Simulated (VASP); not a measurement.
Input of a VASP 6.6.1 run:

POSCAR

```
BiTe
1.0
    0.0000000000      3.2966876735      3.2966876735
    3.2966876735      0.0000000000      3.2966876735
    3.2966876735      3.2966876735      0.0000000000
Bi Te
1 1
Direct
    0.0000000000      0.0000000000      0.0000000000
    0.5000000000      0.5000000000      0.5000000000
```

Contents of INCAR.step1:

```
PREC     = Accurate       # precision mode
ENCUT    = 520            # plane-wave cutoff, eV
ISMEAR   = 0              # smearing method
SIGMA    = 0.1            # smearing width, eV
LREAL    = False          # projectors in reciprocal space
LASPH    = True           # aspherical terms in the spheres
NELM     = 60             # most SCF steps
NBANDS   = 18             # bands
GGA      = PE             # functional
ALGO     = Normal         # electronic algorithm
EDIFF    = 1E-4           # SCF threshold, eV
LWAVE    = True           # write WAVECAR
LCHARG   = False          # write CHGCAR
```

The input INCAR.step2:

```
PREC     = Accurate       # precision mode
ENCUT    = 520            # plane-wave cutoff, eV
EDIFF    = 1E-7           # SCF threshold, eV
ISMEAR   = 0              # smearing method
SIGMA    = 0.1            # smearing width, eV
LREAL    = False          # projectors in reciprocal space
LASPH    = True           # aspherical terms in the spheres
NELM     = 60             # most SCF steps
ALGO     = Normal         # electronic algorithm
ISIF     = 2              # what is computed and relaxed
LWAVE    = False          # write WAVECAR
LCHARG   = False          # write CHGCAR
METAGGA  = R2SCAN         # meta-GGA
LMIXTAU  = True         
NBANDS   = 18             # bands
ISTART   = 1
```

File KPOINTS:

```
Automatic mesh
0
Gamma
  12 12 12
```

Potentials or basis: VASP PAW PBE potentials, release 64 (Bi_d, Te).

Command:

```sh
$ cat potpaw_PBE.64/Bi_d/POTCAR potpaw_PBE.64/Te/POTCAR > POTCAR
$ cp INCAR.step1 INCAR
$ mpirun -np 1 vasp_std > vasp.out
$ cp INCAR.step2 INCAR
$ mpirun -np 1 vasp_std > vasp.out
```

**Question.** Predict the pressure.

**Answer.** -2.6 GPa.

Caveat: the PAW data sets were made with another functional, which shifts forces and pressure a little.
